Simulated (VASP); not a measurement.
The system is SiC.

```
Si C
1.0
     0.00000    2.17900    2.17900
     2.17900    0.00000    2.17900
     2.17900    2.17900    0.00000
Si C
1 1
Direct
  0.00000 0.00000 0.00000
  0.75000 0.75000 0.75000
```

Base run:

| Property | Result |
| --- | --- |
| Program | VASP 6.6.1 |
| Functional | BLYP |
| Potentials or basis | VASP PAW PBE potentials, release 64 (Si, C) |
| Cutoff | 600 eV |
| k mesh | 10 × 10 × 10 |
| Occupations | fermi-dirac, width 0.05 eV |
| Spin | no spin polarisation |

Its results: band gap on the k mesh 1.70 eV (least direct gap 4.84 eV); pressure 8.3 GPa.

Task: The run is repeated on the same cell with these changes: functional from BLYP to PBE0; cutoff from 600 eV to 520 eV; k mesh from 10 × 10 × 10 to 8 × 8 × 8. What comes out?

Result: Band gap on the k mesh 2.96 eV (least direct gap 6.47 eV); pressure -2.0 GPa.

Several settings changed at once.

Caveats: the PAW data sets were made with another functional, which shifts forces and pressure a little; the cell stands under pressure (at least some runs).

A k mesh can miss the band edges.
